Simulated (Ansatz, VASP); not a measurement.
## GaP in VASP and in Ansatz

```
Ga P
1.0
     0.00000    2.72540    2.72540
     2.72540    0.00000    2.72540
     2.72540    2.72540    0.00000
Ga P
1 1
Direct
  0.00000 0.00000 0.00000
  0.25000 0.25000 0.25000
```

Alike in both runs: task single point; functional r2SCAN; k mesh 6 × 6 × 6; occupations methfessel-paxton of order 1, width 0.2 eV; no spin polarisation.

|  | VASP | Ansatz |
| --- | --- | --- |
| version | VASP 6.6.1 | Ansatz 0.2.0 |
| potentials or method | VASP PAW PBE potentials, release 64 (Ga_d, P) | plane waves |
| plane-wave cutoff (eV) | 550 | 500 |
| valence electrons in the cell | 18 | 18 |

Ansatz gave:

| Quantity | Value |
| --- | --- |
| pressure (GPa) | 0.1 |

**Question.** What did VASP give for the same quantities?

**Answer.** Pressure (GPa): 0.0.

VASP's potentials were made for PBE, not for r2SCAN. The functional is the same, so the differences come from potentials, cutoffs and numerics.
